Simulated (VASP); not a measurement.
# AlGa3N4 (Pm) in VASP: a series of runs

The runs below take AlGa3N4 through single point, relaxation of shape and atoms at fixed volume, relaxation of cell and atoms, with PBEsol.

Program: VASP 6.6.1. These are calculated values, not measurements. Logs are shortened: lines on timing, memory, paths and dates and some standing lists are left out, and cuts for length are marked.

## Step 1: The cell of the first run

The structure is monoclinic, space group Pm (No. 6). The conventional cell has a = 5.124 Å, b = 3.154 Å, c = 5.459 Å, α = 90.00°, β = 90.04°, γ = 90.00°. Within 2.5 Å of Al (site symmetry m) lie 4 N at 1.89 to 1.90 Å. Ga (site symmetry m) has 4 N at 1.93 to 1.94 Å within 2.6 Å. Within 2.6 Å of Ga (site symmetry m) lie 4 N at 1.93 to 1.95 Å. Ga (site symmetry m) has 4 N at 1.94 to 1.95 Å within 2.6 Å. N (site symmetry m) has 1 Al at 1.89 Å and 3 Ga at 1.94 Å within 2.5 Å. N (site symmetry m) has 2 Al at 1.90 Å and 2 Ga at 1.95 Å within 2.5 Å. N (site symmetry m) has 4 Ga at 1.93 to 1.94 Å within 2.6 Å. Within 2.5 Å of N (site symmetry m) lie 1 Al at 1.89 Å and 3 Ga at 1.94 Å.

## Step 2: Single point, PBEsol

INCAR

```
PREC     = Accurate       # precision mode
ENCUT    = 520            # plane-wave cutoff, eV
EDIFF    = 1E-7           # SCF threshold, eV
ISMEAR   = 0              # smearing method
SIGMA    = 0.02           # smearing width, eV
LREAL    = F              # projectors in reciprocal space
LASPH    = T              # aspherical terms in the spheres
NELM     = 100            # most SCF steps
ALGO     = Normal         # electronic algorithm
ISIF     = 2              # what is computed and relaxed
LWAVE    = F              # write WAVECAR
LCHARG   = T              # write CHGCAR
GGA      = PS             # functional
LELF     = T              # ELF
LVHAR    = T            
NBANDS   = 41             # bands
```

KPOINTS

```
Automatic mesh
0
Gamma
  6 8 6
```

POSCAR

```
AlGa3N4
1.0
    5.1241232144      0.0000000000      0.0000256659
    0.0000000000      3.1541097992      0.0000000000
   -0.0036746250      0.0000000000      5.4591928088
Al Ga N
1 3 4
Direct
    0.0006697531      0.5000000000      0.6673859192
    0.4991145101      0.5000000000      0.3349509789
    0.4990097046      0.0000000000      0.8315085443
    0.9998191851      0.0000000000      0.1661678041
    0.1196423073      0.5000000000      0.3401232459
    0.1176157872      0.0000000000      0.8263550768
    0.6204275855      0.0000000000      0.1661933076
    0.6313011770      0.5000000000      0.6673161232
```

Potentials or basis: VASP PAW PBE potentials, release 64 (Al, Ga_d, N).

Started as:

```sh
$ cat potpaw_PBE.64/Al/POTCAR potpaw_PBE.64/Ga_d/POTCAR potpaw_PBE.64/N/POTCAR > POTCAR
$ mpirun -np 1 vasp_std > vasp.out
```

OUTCAR:

```text
PREC = Accurate
   ENCUT = 520
   EDIFF = 1E-7
   ISMEAR = 0
   LREAL = F
   LASPH = T
   NELM = 100
   ISIF = 2
   GGA = PS

 ion  position               nearest neighbor table
   1  0.001  0.500  0.667-   5 1.89   8 1.89   6 1.90   6 1.90   3 3.13   3 3.13   2 3.13
   2  0.499  0.500  0.335-   7 1.93   7 1.93   8 1.94   5 1.94   1 3.13
   3  0.499  0.000  0.832-   7 1.93   8 1.94   8 1.94   6 1.95   1 3.13   1 3.13
   4  1.000  0.000  0.166-   5 1.94   5 1.94   7 1.94   6 1.95
   5  0.120  0.500  0.340-   1 1.89   4 1.94   4 1.94   2 1.94
   6  0.118  0.000  0.826-   1 1.90   1 1.90   4 1.95   3 1.95
   7  0.620  0.000  0.166-   2 1.93   2 1.93   3 1.93   4 1.94
   8  0.631  0.500  0.667-   1 1.89   2 1.94   3 1.94   3 1.94

  LATTYP: Found a simple monoclinic cell.
 ALAT       =     5.1241232145
 B/A-ratio  =     0.6155413653
 C/A-ratio  =     1.0653908614
 COS(beta)  =    -0.0006680988

  Lattice vectors:

 A1 = (   5.1241232144,   0.0000000000,   0.0000256659)
 A2 = (   0.0000000000,   3.1541097992,   0.0000000000)
 A3 = (  -0.0036746250,   0.0000000000,   5.4591928088)

Analysis of symmetry for initial positions (statically):
=====================================================================
 Subroutine PRICEL returns:
 Original cell was already a primitive cell.

 Routine SETGRP: Setting up the symmetry group for a
 simple monoclinic supercell.

 Subroutine GETGRP returns: Found  2 space group operations
 (whereof  2 operations were pure point group operations)
 out of a pool of  4 trial point group operations.

The static configuration has the point symmetry C_1h.

Analysis of symmetry for dynamics (positions and initial velocities):
=====================================================================
 Subroutine PRICEL returns:
 Original cell was already a primitive cell.

 Routine SETGRP: Setting up the symmetry group for a
 simple monoclinic supercell.

 Subroutine GETGRP returns: Found  2 space group operations
 (whereof  2 operations were pure point group operations)
 out of a pool of  4 trial point group operations.

The dynamic configuration has the point symmetry C_1h.

 Subroutine INISYM returns: Found  2 space group operations
 (whereof  2 operations are pure point group operations),
 and found     1 'primitive' translations

----------------------------------------------------------------------------------------

                                     Primitive cell

  volume of cell :      88.2317

  direct lattice vectors                    reciprocal lattice vectors
     5.124123214  0.000000000  0.000025666     0.195155338  0.000000000  0.000131361
     0.000000000  3.154109799  0.000000000     0.000000000  0.317046667  0.000000000
    -0.003674625  0.000000000  5.459192809    -0.000000918  0.000000000  0.183177263

  length of vectors
     5.124123214  3.154109799  5.459194046     0.195155382  0.317046667  0.183177263

  position of ions in fractional coordinates (direct lattice)
     0.000669753  0.500000000  0.667385919
     0.499114510  0.500000000  0.334950979
     0.499009705  0.000000000  0.831508544
     0.999819185  0.000000000  0.166167804
     0.119642307  0.500000000  0.340123246
     0.117615787  0.000000000  0.826355077
     0.620427586  0.000000000  0.166193308
     0.631301177  0.500000000  0.667316123

  ion indices of the primitive-cell ions
   primitive index   ion index
                 1           1
                 2           2
                 3           3
                 4           4
                 5           5
                 6           6
                 7           7
                 8           8

----------------------------------------------------------------------------------------

 KPOINTS: Automatic mesh

Automatic generation of k-mesh.
 Grid dimensions read from file:
 generate k-points for:    6    8    6

 Generating k-lattice:

  Cartesian coordinates                     Fractional coordinates (reciprocal lattice)
     0.032525890  0.000000000  0.000021893     0.166666667  0.000000000 -0.000000000
     0.000000000  0.039630833  0.000000000     0.000000000  0.125000000  0.000000000
    -0.000000153  0.000000000  0.030529544     0.000000000  0.000000000  0.166666667

  Length of vectors
     0.032525897  0.039630833  0.030529544

  Shift w.r.t. Gamma in fractional coordinates (k-lattice)
     0.000000000  0.000000000  0.000000000

 Subroutine IBZKPT returns following result:
 ===========================================

 Found    100 irreducible k-points:

 Following reciprocal coordinates:
            Coordinates               Weight
  0.000000  0.000000  0.000000      1.000000
  0.166667  0.000000  0.000000      2.000000
  0.333333  0.000000  0.000000      2.000000
  0.500000  0.000000  0.000000      1.000000
  0.000000  0.125000  0.000000      2.000000
  0.166667  0.125000  0.000000      4.000000
[... 16 lines left out ...]
  0.333333  0.000000  0.166667      2.000000
  0.500000  0.000000  0.166667      2.000000
 [... further k-points ...]
   k-points           NKPTS =    100   k-points in BZ     NKDIM =    100   number of bands    NBANDS=     41
   number of dos      NEDOS =    301   number of ions     NIONS =      8
   total plane-waves  NPLWV =  40320
   dimension x,y,z NGX =    40 NGY =   24 NGZ =   42
   dimension x,y,z NGXF=    80 NGYF=   48 NGZF=   84
   ions per type =               1   3   4
   NGX,Y,Z   is equivalent  to a cutoff of  12.98, 12.65, 12.79 a.u.
   NGXF,Y,Z  is equivalent  to a cutoff of  25.96, 25.30, 25.58 a.u.
 SYSTEM =  unknown system
   PREC   = accura    normal or accurate (medium, high low for compatibility)
   ISTART =      0    job   : 0-new  1-cont  2-samecut
   ICHARG =      2    charge: 1-file 2-atom 10-const
   ISPIN  =      1    spin polarized calculation?
   LNONCOLLINEAR =      F non collinear calculations
   LSORBIT =      F    spin-orbit coupling
   LASPH  =      T    aspherical Exc in radial PAW
   ENCUT  =  520.0 eV  38.22 Ry    6.18 a.u.   9.53  5.86 10.15*2*pi/ulx,y,z
   NELM   =    100;   NELMIN=  2; NELMDL= -5     # of ELM steps
   EDIFF  = 0.1E-06   stopping-criterion for ELM
   LREAL  =      F    real-space projection
   EDIFFG = 0.1E-05   stopping-criterion for IOM
   NSW    =      0    number of steps for IOM
   IBRION =     -1    ionic relax: 0-MD 1-quasi-New 2-CG
   NFREE  =      0    steps in history (QN), initial steepest desc. (CG)
   ISIF   =      2    stress and relaxation
   ISYM   =      2    0-nonsym 1-usesym 2-fastsym
   POTIM  = 0.5000    time-step for ionic-motion
   TEBEG  =    0.0;   TEEND  =   0.0 temperature during run
   PSTRESS=    0.0 pullay stress
   NELECT =      62.0000    total number of electrons
   NUPDOWN=      -1.0000    fix difference up-down
   EMIN   =  10.00;   EMAX   =-10.00  energy-range for DOS
   EFERMI =   0.00;   METHOD = LEGACY
   ISMEAR =     0;   SIGMA  =   0.02  broadening in eV -4-tet -1-fermi 0-gaus
   EFERMI_NEDOS =   21; number of points for ismear=-14 and -15
   IALGO  =     38    algorithm
   IMIX   =      4    mixing-type and parameters
     AMIX     =   0.40;   BMIX     =  1.00
     AMIX_MAG =   1.60;   BMIX_MAG =  1.00
  volume/ion in A,a.u.               =      11.03        74.43
  Fermi-wavevector in a.u.,A,eV,Ry     =   1.455449  2.750401 28.821671  2.118333
  Thomas-Fermi vector in A             =   2.572483
   LORBIT       =      0    0 simple, 1 ext, 2 COOP (PROOUT), +10 PAW based schemes
   GGA     = PS    functional components
   LHFCALC =     F    Hartree Fock is set to
   AEXX    =    0.0000 exact exchange contribution
   IVDW    =     0    specifies the selected vdW correction
   LEPSILON=     F    determine dielectric tensor
   LRPA    =     F    only Hartree local field effects (RPA)
 non-spin polarized calculation
 Gauss-broadening in eV      SIGMA  =   0.02
  energy-cutoff  :      520.00
  volume of cell :       88.23
 maximum number of plane-waves:      2404
 NGX is ok and might be reduce to    40
   NGX = 19   NGY = 11   NGZ = 21

 number of electron      61.9999977 magnetization

 Free energy of the ion-electron system (eV)
  ---------------------------------------------------
  ext. energy  EPLUGINS =         0.00000000
  ---------------------------------------------------
  free energy    TOTEN  =       -55.02084529 eV

  energy without entropy =      -55.02084529  energy(sigma->0) =      -55.02084529

 E-fermi :   5.6315     XC(G=0): -11.7892

 val. band max:        5.5434125538   @ k =   0.0000   0.0000   0.0000
 cond. band min:       7.9936656073   @ k =   0.0000   0.0000   0.0000
 fundamental gap:      2.4502530535
 Fermi energy:         5.6315160882

 k-point     1 :       0.0000    0.0000    0.0000
  band No.  band energies     occupation
      1     -10.3662      2.00000
      2      -9.3681      2.00000
      3      -9.1685      2.00000
      4      -8.8891      2.00000
      5      -7.6910      2.00000
      6      -7.6903      2.00000
[... 33 lines left out ...]
     40      15.7946      0.00000
     41      16.0666      0.00000

 k-point     2 :       0.1667    0.0000    0.0000
  band No.  band energies     occupation
      1     -10.2780      2.00000
      2      -9.3731      2.00000
      3      -9.1781      2.00000
      4      -8.8906      2.00000
      5      -7.6895      2.00000
      6      -7.6878      2.00000
[... 33 lines left out ...]
     40      15.7792      0.00000
     41      16.0322      0.00000

 k-point     3 :       0.3333    0.0000    0.0000
  band No.  band energies     occupation
      1     -10.0420      2.00000
      2      -9.4518      2.00000
      3      -9.1902      2.00000
      4      -8.8883      2.00000
      5      -7.6875      2.00000
      6      -7.6860      2.00000
[... 875 lines left out ...]
      2      -9.4242      2.00000
      3      -9.2136      2.00000
      4      -8.9108      2.00000
      5      -7.6837      2.00000
      6      -7.6742      2.00000
[... 33 lines left out ...]
     40      15.7514      0.00000
     41      15.8654      0.00000

 k-point    24 :       0.5000    0.0000    0.1667
  band No.  band energies     occupation
      1      -9.7639      2.00000
      2      -9.5632      2.00000
      3      -9.2078      2.00000
      4      -8.9094      2.00000
      5      -7.6827      2.00000
      6      -7.6706      2.00000
[... 33 lines left out ...]
     40      15.5876      0.00000
     41      15.9513      0.00000

 [... further k-points ...]
[... 5 lines left out ...]
  --------------------------------------------------------------------------------------
  -------------------------------------------------------------------------------------
  Total        1.0624724      1.0328373      1.0323902      0.0000000      0.0000000     -0.0025674
  in kB       19.2931635     18.7550268     18.7469076      0.0000000      0.0000000     -0.0466213
  external PRESSURE =      18.9316993 kB  Pullay stress =       0.0000000 kB

 VOLUME and BASIS-vectors are now :
 -----------------------------------------------------------------------------
  energy-cutoff  :      520.00
  volume of cell :       88.23
      direct lattice vectors                 reciprocal lattice vectors
     5.124123214  0.000000000  0.000025666     0.195155338  0.000000000  0.000131361
     0.000000000  3.154109799  0.000000000     0.000000000  0.317046667  0.000000000
    -0.003674625  0.000000000  5.459192809    -0.000000918  0.000000000  0.183177263

 POSITION                                       TOTAL-FORCE (eV/Angst)
 -----------------------------------------------------------------------------------
      0.00098      1.57705      3.64339         0.001032      0.000000      0.001266
      2.55629      1.57705      1.82857         0.002995      0.000000     -0.000931
      2.55393      0.00000      4.53938         0.005041      0.000000      0.001462
      5.12259      0.00000      0.90717        -0.004090      0.000000      0.002146
      0.61181      1.57705      1.85680         0.005243      0.000000     -0.013293
      0.59964      0.00000      4.51123         0.007360      0.000000      0.009985
      3.17854      0.00000      0.90730        -0.001900      0.000000      0.000153
      3.23241      1.57705      3.64302        -0.015681      0.000000     -0.000788
 -----------------------------------------------------------------------------------
    total drift:                                0.000306      0.000000     -0.000250

  FREE ENERGIE OF THE ION-ELECTRON SYSTEM (eV)
  ---------------------------------------------------
  free  energy   TOTEN  =       -55.0208452918 eV

  energy  without entropy=      -55.0208452918  energy(sigma->0) =      -55.02084529
```

Run time: 4.3 min. Hardware: 1 thread of Intel Xeon Platinum 8488C (Sapphire Rapids), shared host; peak memory 0.39 GiB.

Results:

```
Free energy            : -55.0208 eV
Pressure               : 1.9 GPa
Largest force          : 0.016 eV/Å
Band gap on the k mesh : 2.45 eV
```

Forces in eV/Å, atoms in the order of the input:
```
Al   0.001  0.000  0.001
Ga   0.003  0.000 -0.001
Ga   0.005  0.000  0.001
Ga  -0.004  0.000  0.002
N    0.005  0.000 -0.013
N    0.007  0.000  0.010
N   -0.002  0.000  0.000
N   -0.016  0.000 -0.001
```

Levels at points of the mesh, in eV from the valence-band top:
```csv
k point,band 28,band 29,band 30,band 31,band 32,band 33,band 34,band 35
"(0.00, 0.00, 0.00)",-0.87,-0.09,-0.03,0.00,2.45,4.69,5.20,5.75
"(0.50, 0.00, 0.00)",-0.74,-0.68,-0.36,-0.36,4.43,4.52,4.65,5.08
"(0.00, 0.50, 0.00)",-2.13,-2.08,-1.86,-1.83,5.57,5.59,6.96,7.13
"(0.50, 0.50, 0.00)",-1.72,-1.49,-1.45,-1.44,5.75,5.92,6.01,6.28
"(0.00, 0.00, 0.50)",-0.79,-0.62,-0.59,-0.34,4.64,4.79,6.18,6.49
"(0.50, 0.00, 0.50)",-1.59,-1.19,-1.16,-1.11,5.36,5.43,5.51,5.85
"(0.00, 0.50, 0.50)",-2.26,-2.18,-1.00,-0.88,4.86,5.19,5.64,5.77
"(0.50, 0.50, 0.50)",-1.79,-1.76,-1.68,-1.66,4.35,4.43,4.51,4.90
```

Caveat: the PAW data sets were made with another functional, which shifts forces and pressure a little.

## Step 3: Relaxation of shape and atoms at fixed volume, PBEsol (11.81 Å³/atom)

This run uses another cell than the first one, of 11.81 Å³/atom.

INCAR

```
ALGO = Normal ; EDIFF = 1E-7
EDIFFG = -0.01 ; ENCUT = 600
GGA = PS ; IBRION = 2
ISIF = 4 ; ISMEAR = 0
LASPH = T ; LCHARG = F
LREAL = F ; LWAVE = F
NELM = 60 ; NSW = 50
PREC = Accurate ; SIGMA = 0.02
```

KPOINTS

```
k-points
0
Gamma
  6 8 6
```

POSCAR

```
AlGa3N4
1.0
    5.2437949317      0.0000000000      0.0001643765
    0.0000000000      3.2268158253      0.0000000000
   -0.0036132826      0.0000000000      5.5857378502
Al Ga N
1 3 4
Direct
    0.0004939711      0.5000000000      0.6673221816
    0.4991534352      0.5000000000      0.3348584639
    0.4990930219      0.0000000000      0.8316163383
    0.9998431657      0.0000000000      0.1662341129
    0.1197241624      0.5000000000      0.3401153470
    0.1176565080      0.0000000000      0.8263725370
    0.6205067521      0.0000000000      0.1662371495
    0.6311289935      0.5000000000      0.6672448698
```

Potentials or basis: VASP PAW PBE potentials, release 64 (Al, Ga_d, N).

Started as:

```sh
$ cat potpaw_PBE.64/Al/POTCAR potpaw_PBE.64/Ga_d/POTCAR potpaw_PBE.64/N/POTCAR > POTCAR
$ mpirun -np 1 vasp_std > vasp.out
```

It took 20 min on 1 thread of Oxide Virtual Turin-like, shared host; peak memory 0.45 GiB.

It converged, with:

| Item | Value |
| --- | --- |
| Free energy | -54.8578 eV |
| Energy gained by relaxing | 0.0 meV/atom |
| Ionic steps | 2 |
| Pressure after relaxing | -10.2 GPa |
| Largest force after relaxing | 0.008 eV/Å |
| Band gap on the k mesh | 1.98 eV |

Forces in eV/Å, atoms in the order of the input:
```
Al  -0.002  0.000  0.001
Ga  -0.008  0.000  0.000
Ga  -0.003  0.000  0.000
Ga   0.000  0.000 -0.001
N    0.004  0.000 -0.002
N    0.001  0.000  0.003
N    0.004  0.000  0.003
N    0.003  0.000 -0.005
```

Final structure:
```
Al Ga N
1.0
     5.24550    0.00000    0.00011
     0.00000    3.22617    0.00000
    -0.00367    0.00000    5.58504
Al Ga N
1 3 4
Direct
  0.00045 0.50000 0.66724
  0.49927 0.50000 0.33479
  0.49934 0.00000 0.83170
  0.99977 0.00000 0.16636
  0.11972 0.50000 0.34012
  0.11761 0.00000 0.82633
  0.62046 0.00000 0.16626
  0.63098 0.50000 0.66719
```

Levels at points of the mesh, in eV from the valence-band top:
```csv
k point,band 27,band 28,band 29,band 30,band 31,band 32,band 33,band 34,band 35,band 36
"(0.00, 0.00, 0.00)",-0.96,-0.80,-0.07,-0.03,0.00,1.98,4.25,4.99,5.51,6.10
"(0.50, 0.00, 0.00)",-1.57,-0.66,-0.62,-0.35,-0.34,4.11,4.20,4.27,4.77,7.35
"(0.00, 0.50, 0.00)",-3.36,-1.96,-1.93,-1.72,-1.69,5.54,5.55,6.40,6.67,7.44
"(0.50, 0.50, 0.00)",-3.05,-1.58,-1.37,-1.35,-1.34,5.45,5.63,5.70,6.03,7.51
"(0.00, 0.00, 0.50)",-1.71,-0.71,-0.56,-0.54,-0.32,4.21,4.38,5.75,6.13,7.17
"(0.50, 0.00, 0.50)",-1.77,-1.44,-1.09,-1.08,-1.03,5.04,5.10,5.17,5.57,7.07
"(0.00, 0.50, 0.50)",-2.43,-2.06,-1.99,-0.92,-0.81,4.66,5.00,5.34,5.42,5.83
"(0.50, 0.50, 0.50)",-1.73,-1.66,-1.62,-1.56,-1.55,4.13,4.22,4.27,4.71,6.87
```

Caveat: the PAW data sets were made with another functional, which shifts forces and pressure a little.

(Continued in part 2 of 2.)
